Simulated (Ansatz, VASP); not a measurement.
GaN in VASP and in Ansatz

```
Ga N
1.0
     0.00000    2.17711    2.17711
     2.17711    0.00000    2.17711
     2.17711    2.17711    0.00000
Ga N
1 1
Direct
  0.00000 0.00000 0.00000
  0.50000 0.50000 0.50000
```

Alike in both runs: task single point; functional PBE0; k mesh 6 × 6 × 6; occupations fermi-dirac, width 0.05 eV; no spin polarisation.

```csv
,VASP,Ansatz
version,VASP 6.6.1,Ansatz 0.2.0
potentials or method,"VASP PAW PBE potentials, release 64 (Ga_d, N)",Ansatz PAW
plane-wave cutoff (eV),520,420
valence electrons in the cell,18,18
```

Ansatz gave:

- gap on the k mesh at the Fermi level (eV): 1.88
- least direct gap on the mesh (eV): 3.53
- pressure (GPa): -20.7

Q: What did VASP give for the same quantities?

A: gap on the k mesh at the Fermi level (eV): 1.90; least direct gap on the mesh (eV): 3.56; pressure (GPa): -19.9.

With one functional, cell and mesh, what is left measures potentials, basis and numerics.
